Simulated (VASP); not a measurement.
# CdGeS3 (Pm-3m) in VASP: notebook

Runs on CdGeS3. Level: PBE. Tasks: single point, relaxation of cell and atoms.

Everything below comes from runs of VASP 6.6.1. Logs are shortened: lines on timing, memory, paths and dates and some standing lists are left out, and cuts for length are marked.

## Step 1: The cell of the first run

It takes space group Pm-3m (No. 221, cubic). The conventional cell has a = 4.740 Å, b = 4.740 Å, c = 4.740 Å, α = 90.00°, β = 90.00°, γ = 90.00°. Within 4.4 Å of Cd (site symmetry m-3m) lie 12 S at 3.35 Å and 8 Ge at 4.10 Å. Within 3.1 Å of Ge (site symmetry m-3m) lie 6 S at 2.37 Å. S (site symmetry 4/mmm) has 2 Ge at 2.37 Å within 3.1 Å.

## Step 2: Single point, PBE

The input, INCAR:

```
SYSTEM = CdGeS3
PREC = Accurate ; ENCUT = 520
EDIFF = 1E-6 ; ISMEAR = 0
SIGMA = 0.1 ; LREAL = .False.
LASPH = .True. ; NELM = 100
ALGO = Normal ; ISIF = 2
LWAVE = .False. ; LCHARG = .True.
GGA = PE ; LELF = .True.
LVHAR = .True. ; NBANDS = 30
```

The input, KPOINTS:

```
Automatic mesh
0
Gamma
  8 8 8
  0 0 0
```

The input, POSCAR:

```
CdGeS3
1.0
    4.7398083679      0.0000000000      0.0000000000
    0.0000000000      4.7398083679      0.0000000000
    0.0000000000      0.0000000000      4.7398083679
Cd Ge S
1 1 3
Direct
    0.0000000000      0.0000000000      0.0000000000
    0.5000000000      0.5000000000      0.5000000000
    0.0000000000      0.5000000000      0.5000000000
    0.5000000000      0.0000000000      0.5000000000
    0.5000000000      0.5000000000      0.0000000000
```

Potentials or basis: VASP PAW PBE potentials, release 64 (Cd, Ge_d, S).

Command:

```
cat potpaw_PBE.64/Cd/POTCAR potpaw_PBE.64/Ge_d/POTCAR potpaw_PBE.64/S/POTCAR > POTCAR
mpirun -np 1 vasp_std > vasp.out
```

OUTCAR:

```text
SYSTEM = CdGeS3
   PREC = Accurate
   ENCUT = 520
   EDIFF = 1E-6
   ISMEAR = 0
   LREAL = .False.
   LASPH = .True.
   NELM = 100
   ISIF = 2
   GGA = PE

 ion  position               nearest neighbor table
   1  0.000  0.000  0.000-
   2  0.500  0.500  0.500-   3 2.37   4 2.37   5 2.37   5 2.37   4 2.37   3 2.37
   3  0.000  0.500  0.500-   2 2.37   2 2.37
   4  0.500  0.000  0.500-   2 2.37   2 2.37
   5  0.500  0.500  0.000-   2 2.37   2 2.37

  LATTYP: Found a simple cubic cell.
 ALAT       =     4.7398083679

  Lattice vectors:

 A1 = (   4.7398083679,   0.0000000000,   0.0000000000)
 A2 = (   0.0000000000,   4.7398083679,   0.0000000000)
 A3 = (   0.0000000000,   0.0000000000,   4.7398083679)

Analysis of symmetry for initial positions (statically):
=====================================================================
 Subroutine PRICEL returns:
 Original cell was already a primitive cell.

 Routine SETGRP: Setting up the symmetry group for a
 simple cubic supercell.

 Subroutine GETGRP returns: Found 48 space group operations
 (whereof 48 operations were pure point group operations)
 out of a pool of 48 trial point group operations.

The static configuration has the point symmetry O_h .

Analysis of symmetry for dynamics (positions and initial velocities):
=====================================================================
 Subroutine PRICEL returns:
 Original cell was already a primitive cell.

 Routine SETGRP: Setting up the symmetry group for a
 simple cubic supercell.

 Subroutine GETGRP returns: Found 48 space group operations
 (whereof 48 operations were pure point group operations)
 out of a pool of 48 trial point group operations.

The dynamic configuration has the point symmetry O_h .

 Subroutine INISYM returns: Found 48 space group operations
 (whereof 48 operations are pure point group operations),
 and found     1 'primitive' translations

----------------------------------------------------------------------------------------

                                     Primitive cell

  volume of cell :     106.4835

  direct lattice vectors                    reciprocal lattice vectors
     4.739808368  0.000000000  0.000000000     0.210978994  0.000000000  0.000000000
     0.000000000  4.739808368  0.000000000     0.000000000  0.210978994  0.000000000
     0.000000000  0.000000000  4.739808368     0.000000000  0.000000000  0.210978994

  length of vectors
     4.739808368  4.739808368  4.739808368     0.210978994  0.210978994  0.210978994

  position of ions in fractional coordinates (direct lattice)
     0.000000000  0.000000000  0.000000000
     0.500000000  0.500000000  0.500000000
     0.000000000  0.500000000  0.500000000
     0.500000000  0.000000000  0.500000000
     0.500000000  0.500000000  0.000000000

  ion indices of the primitive-cell ions
   primitive index   ion index
                 1           1
                 2           2
                 3           3
                 4           4
                 5           5

----------------------------------------------------------------------------------------

 KPOINTS: Automatic mesh

Automatic generation of k-mesh.
 Grid dimensions read from file:
 generate k-points for:    8    8    8

 Generating k-lattice:

  Cartesian coordinates                     Fractional coordinates (reciprocal lattice)
     0.026372374  0.000000000  0.000000000     0.125000000  0.000000000  0.000000000
     0.000000000  0.026372374  0.000000000     0.000000000  0.125000000  0.000000000
     0.000000000  0.000000000  0.026372374     0.000000000  0.000000000  0.125000000

  Length of vectors
     0.026372374  0.026372374  0.026372374

  Shift w.r.t. Gamma in fractional coordinates (k-lattice)
     0.000000000  0.000000000  0.000000000

 Subroutine IBZKPT returns following result:
 ===========================================

 Found     35 irreducible k-points:

 Following reciprocal coordinates:
            Coordinates               Weight
  0.000000  0.000000  0.000000      1.000000
  0.125000  0.000000  0.000000      6.000000
  0.250000  0.000000  0.000000      6.000000
  0.375000  0.000000  0.000000      6.000000
  0.500000  0.000000  0.000000      3.000000
  0.125000  0.125000  0.000000     12.000000
[... 16 lines left out ...]
  0.375000  0.375000  0.125000     24.000000
  0.500000  0.375000  0.125000     24.000000
 [... further k-points ...]
   k-points           NKPTS =     35   k-points in BZ     NKDIM =     35   number of bands    NBANDS=     30
   number of dos      NEDOS =    301   number of ions     NIONS =      5
   total plane-waves  NPLWV =  46656
   dimension x,y,z NGX =    36 NGY =   36 NGZ =   36
   dimension x,y,z NGXF=    72 NGYF=   72 NGZF=   72
   ions per type =               1   1   3
   NGX,Y,Z   is equivalent  to a cutoff of  12.63, 12.63, 12.63 a.u.
   NGXF,Y,Z  is equivalent  to a cutoff of  25.25, 25.25, 25.25 a.u.
 SYSTEM =  CdGeS3
   PREC   = accura    normal or accurate (medium, high low for compatibility)
   ISTART =      0    job   : 0-new  1-cont  2-samecut
   ICHARG =      2    charge: 1-file 2-atom 10-const
   ISPIN  =      1    spin polarized calculation?
   LNONCOLLINEAR =      F non collinear calculations
   LSORBIT =      F    spin-orbit coupling
   LASPH  =      T    aspherical Exc in radial PAW
   ENCUT  =  520.0 eV  38.22 Ry    6.18 a.u.   8.81  8.81  8.81*2*pi/ulx,y,z
   NELM   =    100;   NELMIN=  2; NELMDL= -5     # of ELM steps
   EDIFF  = 0.1E-05   stopping-criterion for ELM
   LREAL  =      F    real-space projection
   EDIFFG = 0.1E-04   stopping-criterion for IOM
   NSW    =      0    number of steps for IOM
   IBRION =     -1    ionic relax: 0-MD 1-quasi-New 2-CG
   NFREE  =      0    steps in history (QN), initial steepest desc. (CG)
   ISIF   =      2    stress and relaxation
   ISYM   =      2    0-nonsym 1-usesym 2-fastsym
   POTIM  = 0.5000    time-step for ionic-motion
   TEBEG  =    0.0;   TEEND  =   0.0 temperature during run
   PSTRESS=    0.0 pullay stress
   NELECT =      44.0000    total number of electrons
   NUPDOWN=      -1.0000    fix difference up-down
   EMIN   =  10.00;   EMAX   =-10.00  energy-range for DOS
   EFERMI =   0.00;   METHOD = LEGACY
   ISMEAR =     0;   SIGMA  =   0.10  broadening in eV -4-tet -1-fermi 0-gaus
   EFERMI_NEDOS =   21; number of points for ismear=-14 and -15
   IALGO  =     38    algorithm
   IMIX   =      4    mixing-type and parameters
     AMIX     =   0.40;   BMIX     =  1.00
     AMIX_MAG =   1.60;   BMIX_MAG =  1.00
  volume/ion in A,a.u.               =      21.30       143.72
  Fermi-wavevector in a.u.,A,eV,Ry     =   1.219359  2.304254 20.229639  1.486836
  Thomas-Fermi vector in A             =   2.354614
   LORBIT       =      0    0 simple, 1 ext, 2 COOP (PROOUT), +10 PAW based schemes
   GGA     = PE    functional components
   LHFCALC =     F    Hartree Fock is set to
   AEXX    =    0.0000 exact exchange contribution
   IVDW    =     0    specifies the selected vdW correction
   LEPSILON=     F    determine dielectric tensor
   LRPA    =     F    only Hartree local field effects (RPA)
 non-spin polarized calculation
 Gauss-broadening in eV      SIGMA  =   0.10
  energy-cutoff  :      520.00
  volume of cell :      106.48
 maximum number of plane-waves:      2897
 NGX is ok and might be reduce to    36
   NGX = 17   NGY = 17   NGZ = 17

 number of electron      44.0000042 magnetization

 Free energy of the ion-electron system (eV)
  ---------------------------------------------------
  ext. energy  EPLUGINS =         0.00000000
  ---------------------------------------------------
  free energy    TOTEN  =       -16.31764914 eV

  energy without entropy =      -16.30320916  energy(sigma->0) =      -16.31042915

 E-fermi :   3.4860     XC(G=0):  -9.9526

 val. band max:        3.4562154776   @ k =   0.3750   0.2500   0.2500
 cond. band min:       3.4868894433   @ k =   0.3750   0.2500   0.0000
 fundamental gap:      0.0306739657
 Fermi energy:         3.4860193733

 k-point     1 :       0.0000    0.0000    0.0000
  band No.  band energies     occupation
      1     -21.3062      2.00000
      2     -21.3062      2.00000
      3     -21.2418      2.00000
      4     -21.2418      2.00000
      5     -21.2418      2.00000
      6     -10.9601      2.00000
[... 22 lines left out ...]
     29      10.0994      0.00000
     30      11.0298      0.00000

 k-point     2 :       0.1250    0.0000    0.0000
  band No.  band energies     occupation
      1     -21.3062      2.00000
      2     -21.3053      2.00000
      3     -21.2419      2.00000
      4     -21.2419      2.00000
      5     -21.2418      2.00000
      6     -10.8947      2.00000
[... 22 lines left out ...]
     29      10.3739      0.00000
     30      11.0101      0.00000

 k-point     3 :       0.2500    0.0000    0.0000
  band No.  band energies     occupation
      1     -21.3062      2.00000
      2     -21.3031      2.00000
      3     -21.2420      2.00000
      4     -21.2420      2.00000
      5     -21.2418      2.00000
      6     -10.7111      2.00000
[... 22 lines left out ...]
     29      10.9926      0.00000
     30      11.1249      0.00000

 k-point     4 :       0.3750    0.0000    0.0000
  band No.  band energies     occupation
      1     -21.3062      2.00000
      2     -21.3010      2.00000
      3     -21.2422      2.00000
      4     -21.2422      2.00000
      5     -21.2418      2.00000
      6     -10.4654      2.00000
[... 22 lines left out ...]
     29       9.7550      0.00000
     30      12.1649      0.00000

 k-point     5 :       0.5000    0.0000    0.0000
  band No.  band energies     occupation
      1     -21.3062      2.00000
      2     -21.3001      2.00000
      3     -21.2422      2.00000
      4     -21.2422      2.00000
      5     -21.2418      2.00000
      6     -10.3267      2.00000
[... 22 lines left out ...]
     29       9.8256      0.00000
     30      12.7682      0.00000
[... 526 lines left out ...]
     29      10.3946      0.00000
     30      11.0168      0.00000

 k-point    22 :       0.5000    0.2500    0.1250
  band No.  band energies     occupation
      1     -21.3034      2.00000
      2     -21.2988      2.00000
      3     -21.2424      2.00000
      4     -21.2423      2.00000
      5     -21.2421      2.00000
      6      -9.9751      2.00000
[... 22 lines left out ...]
     29      10.2229      0.00000
     30      11.0543      0.00000

 k-point    23 :       0.3750    0.3750    0.1250
  band No.  band energies     occupation
      1     -21.3027      2.00000
      2     -21.2982      2.00000
      3     -21.2425      2.00000
      4     -21.2422      2.00000
      5     -21.2422      2.00000
      6      -9.8474      2.00000
[... 22 lines left out ...]
     29       9.8470      0.00000
     30      11.3063      0.00000

 k-point    24 :       0.5000    0.3750    0.1250
  band No.  band energies     occupation
      1     -21.3025      2.00000
      2     -21.2975      2.00000
      3     -21.2426      2.00000
      4     -21.2423      2.00000
      5     -21.2422      2.00000
      6      -9.6660      2.00000
[... 22 lines left out ...]
     29       9.7194      0.00000
     30      11.4051      0.00000

 [... further k-points ...]
[... 5 lines left out ...]
  --------------------------------------------------------------------------------------
  -------------------------------------------------------------------------------------
  Total       -0.0238293     -0.0238293     -0.0238293      0.0000000     -0.0000000     -0.0000000
  in kB       -0.3585411     -0.3585411     -0.3585411      0.0000000     -0.0000000     -0.0000000
  external PRESSURE =      -0.3585411 kB  Pullay stress =       0.0000000 kB

 VOLUME and BASIS-vectors are now :
 -----------------------------------------------------------------------------
  energy-cutoff  :      520.00
  volume of cell :      106.48
      direct lattice vectors                 reciprocal lattice vectors
     4.739808368  0.000000000  0.000000000     0.210978994  0.000000000  0.000000000
     0.000000000  4.739808368  0.000000000     0.000000000  0.210978994  0.000000000
     0.000000000  0.000000000  4.739808368     0.000000000  0.000000000  0.210978994

 POSITION                                       TOTAL-FORCE (eV/Angst)
 -----------------------------------------------------------------------------------
      0.00000      0.00000      0.00000         0.000000      0.000000      0.000000
      2.36990      2.36990      2.36990         0.000000      0.000000      0.000000
      0.00000      2.36990      2.36990         0.000000      0.000000      0.000000
      2.36990      0.00000      2.36990         0.000000      0.000000      0.000000
      2.36990      2.36990      0.00000         0.000000      0.000000      0.000000
 -----------------------------------------------------------------------------------
    total drift:                                0.000000      0.000000      0.000000

  FREE ENERGIE OF THE ION-ELECTRON SYSTEM (eV)
  ---------------------------------------------------
  free  energy   TOTEN  =       -16.3176491371 eV

  energy  without entropy=      -16.3032091627  energy(sigma->0) =      -16.31042915
```

It took 36 s on 1 thread of Intel Xeon 6975P-C (Granite Rapids), shared host; peak memory 0.26 GiB.

What came out:

```yaml
Free_energy: -16.3176 eV
Pressure: 0.0 GPa
Band_gap_on_the_k_mesh: zero (band 22 reaches 4.07 eV, above the bottom of band 23 at 2.69 eV)
```

## Step 3: Relaxation of cell and atoms, PBE

This run uses another cell than the first one, of 22.32 Å³/atom, 1.048 times its volume.

The input, INCAR:

```
PREC = Accurate
ENCUT = 600
EDIFF = 1E-6
ISMEAR = 0
SIGMA = 0.1
LREAL = F
LASPH = T
NELM = 100
ALGO = Normal
ISIF = 3
LWAVE = F
LCHARG = F
GGA = PE
IBRION = 2
NSW = 100
EDIFFG = -0.01
```

The input, KPOINTS:

```
Automatic mesh
0
Gamma
  8 8 8
```

POSCAR, as its differences from that of step 2:

```diff
@@ -2,5 +2,5 @@
 1.0
-    4.7398083679      0.0000000000      0.0000000000
-    0.0000000000      4.7398083679      0.0000000000
-    0.0000000000      0.0000000000      4.7398083679
+    4.8146489900      0.0000000000      0.0000000000
+    0.0000000000      4.8146489900      0.0000000000
+    0.0000000000      0.0000000000      4.8146489900
 Cd Ge S
```

Potentials or basis: VASP PAW PBE potentials, release 64 (Cd, Ge_d, S).

Command:

```
cat potpaw_PBE.64/Cd/POTCAR potpaw_PBE.64/Ge_d/POTCAR potpaw_PBE.64/S/POTCAR > POTCAR
mpirun -np 1 vasp_std > vasp.out
```

Wall time 99 s (1 thread of Intel Xeon 6975P-C (Granite Rapids), shared host); peak memory 0.32 GiB.

The run converged. Its results:

```
Free energy                            : -16.3183 eV
Relaxed volume                         : 21.28 Å³/atom
Relaxed cell                           : a = 4.739 Å, b = 4.739 Å, c = 4.739 Å, α = 90.00°, β = 90.00°, γ = 90.00°
Space group after relaxing (to 0.05 Å) : Pm-3m (No. 221)
Energy gained by relaxing              : 8.4 meV/atom
Ionic steps                            : 3
Pressure after relaxing                : 0.0 GPa
Band gap on the k mesh                 : zero (band 22 reaches 4.08 eV, above the bottom of band 23 at 2.70 eV)
```

The path:
```
step  energy change (eV)  largest force (eV/Å)  pressure (GPa)  volume (Å³)
   1              0.0000                0.0000           -2.49       111.61
   2             -0.0419                0.0000            0.17       106.11
   3             -0.0421                0.0000            0.02       106.41
```

Final structure:
```
Cd Ge S
1.0
     4.73876    0.00000    0.00000
     0.00000    4.73876    0.00000
     0.00000    0.00000    4.73876
Cd Ge S
1 1 3
Direct
  0.00000 0.00000 0.00000
  0.50000 0.50000 0.50000
  0.00000 0.50000 0.50000
  0.50000 0.00000 0.50000
  0.50000 0.50000 0.00000
```

Levels at points of the mesh, in eV from the Fermi level:
```tsv
k point	band 18	band 19	band 20	band 21	band 22	band 23	band 24	band 25	band 26
(0.00, 0.00, 0.00)	-0.82	-0.82	-0.82	-0.80	-0.80	-0.80	-0.43	5.94	5.94
(0.50, 0.00, 0.00)	-1.88	-1.88	-1.20	-0.58	-0.58	1.08	1.12	4.18	4.82
(0.50, 0.50, 0.00)	-2.05	-1.52	-1.52	-1.04	0.59	1.26	3.07	3.07	3.22
(0.50, 0.50, 0.50)	-1.18	-1.00	-1.00	0.57	0.57	0.57	2.71	2.71	2.71
```

[end of part 1 of 2]
